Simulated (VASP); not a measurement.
Wanted: the native input for a VASP 6.6.1 run.

```yaml
Task: single point
Functional: r2SCAN
Potentials_or_basis: VASP PAW PBE potentials, release 64 (Ti_sv, O)
Cutoff: 520 eV
k_mesh: 13 × 13 × 7
Occupations: methfessel-paxton, width 0.1 eV
Spin: no spin polarisation
Dipole_correction: no
Further_INCAR_settings: ALGO = Normal; EDIFF = 1e-06; NBANDS = 22
```

Ti2O:

```
Ti O
1.0
     2.91323    0.00000    0.00000
    -1.45661    2.52293    0.00000
     0.00000    0.00000    4.75852
Ti O
2 1
Cartesian
  1.4566 0.8410 1.2833
  0.0000 1.6820 3.4752
  0.0000 0.0000 0.0000
```

One way to write it, as run:

POSCAR

```
Ti2O
1.0
    2.9132253661      0.0000000000      0.0000000000
   -1.4566126830      2.5229271740      0.0000000000
    0.0000000000      0.0000000000      4.7585209470
Ti O
2 1
Direct
    0.6666666667      0.3333333333      0.2696842406
    0.3333333333      0.6666666667      0.7303157594
    0.0000000000      0.0000000000      0.0000000000
```

INCAR.step1

```
  PREC = Accurate
  ENCUT = 520
  ISMEAR = 1
  SIGMA = 0.1
  LREAL = F
  LASPH = T
  NELM = 80
  NBANDS = 22
  GGA = PE
  ALGO = Normal
  EDIFF = 1E-4
  LWAVE = T
  LCHARG = F
```

INCAR.step2

```
  PREC = Accurate
  ENCUT = 520
  EDIFF = 1E-6
  ISMEAR = 1
  SIGMA = 0.1
  LREAL = F
  LASPH = T
  NELM = 80
  ALGO = Normal
  ISIF = 2
  LWAVE = F
  LCHARG = F
  METAGGA = R2SCAN
  LMIXTAU = T
  NBANDS = 22
  ISTART = 1
```

KPOINTS

```
Automatic mesh
0
Gamma
  13 13 7
```

Potentials or basis: VASP PAW PBE potentials, release 64 (Ti_sv, O).

Run with:

```sh
$ cat potpaw_PBE.64/Ti_sv/POTCAR potpaw_PBE.64/O/POTCAR > POTCAR
$ cp INCAR.step1 INCAR
$ mpirun -np 1 vasp_std > vasp.out
$ cp INCAR.step2 INCAR
$ mpirun -np 1 vasp_std > vasp.out
```

Results of the run:

The pressure is 9.1 GPa and the largest force is 0.066 eV/Å. The band gap on the k mesh is zero (band 15 reaches 11.05 eV, above the bottom of band 16 at 10.10 eV).

Caveat: the PAW data sets were made with another functional, which shifts forces and pressure a little.

Wall time 120 s on 1 thread of Intel(R) Xeon(R) 6975P-C (Granite Rapids), with other jobs on the host, peak memory 0.22 GiB.
